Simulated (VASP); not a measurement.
Set up this calculation in VASP 6.6.1, as the native input.

- Task: relaxation of cell and atoms
- Functional: PBE
- Potentials or basis: VASP PAW PBE potentials, release 64 (Ca_sv)
- Cutoff: 600 eV
- k mesh: 13 × 13 × 13
- Occupations: fermi-dirac, width 0.08 eV
- Spin: no spin polarisation
- Target pressure: 2.2 GPa
- Dipole correction: no
- Further INCAR settings: ALGO = Normal; EDIFF = 1e-06; IBRION = 2; EDIFFG = -0.005; NSW = 60; ISIF = 3

The structure of Ca lies in POSCAR:

```
Ca
1.0
   -2.1170884590      2.1170884590      2.1170884590
    2.1170884590     -2.1170884590      2.1170884590
    2.1170884590      2.1170884590     -2.1170884590
Ca
1
Direct
    0.0000000000      0.0000000000      0.0000000000
```

This isn't the form of Ca at room conditions, which is fcc.

The input as run:

INCAR

```
SYSTEM = Ca
  ALGO = Normal
  EDIFF = 1E-6
  EDIFFG = -0.005
  ENCUT = 600
  GGA = PE
  IBRION = 2
  ISIF = 3
  ISMEAR = -1
  LASPH = .TRUE.
  LCHARG = .FALSE.
  LREAL = .FALSE.
  LWAVE = .FALSE.
  NELM = 60
  NSW = 60
  PREC = Accurate
  PSTRESS = 22.0
  SIGMA = 0.08
```

KPOINTS

```
k-points
0
G
  13 13 13
  0 0 0
```

Potentials or basis: VASP PAW PBE potentials, release 64 (Ca_sv).

Launch:

```bash
$ cat potpaw_PBE.64/Ca_sv/POTCAR > POTCAR
$ mpirun -np 1 vasp_std > vasp.out
```

It gave:

The relaxed volume is 37.76 Å³/atom and the relaxed cell is a = 3.661 Å, b = 3.661 Å, c = 3.661 Å, α = 109.47°, β = 109.47°, γ = 109.47°. The space group after relaxing (to 0.1 Å) is Im-3m (No. 229). The energy change on relaxing (the run minimises the enthalpy) is +2.6 meV/atom. The ionic steps are 3 and the pressure after relaxing is 2.2 GPa. The band gap on the k mesh is zero (bands 5 and 6 overlap by 0.28 eV).

Caveat: the cell is relaxed towards a set pressure, so the run minimises the enthalpy, not the energy.

Wall time 39 s on 1 thread of Intel(R) Xeon(R) Platinum 8488C (Sapphire Rapids) (shared host), peak memory 0.19 GiB.
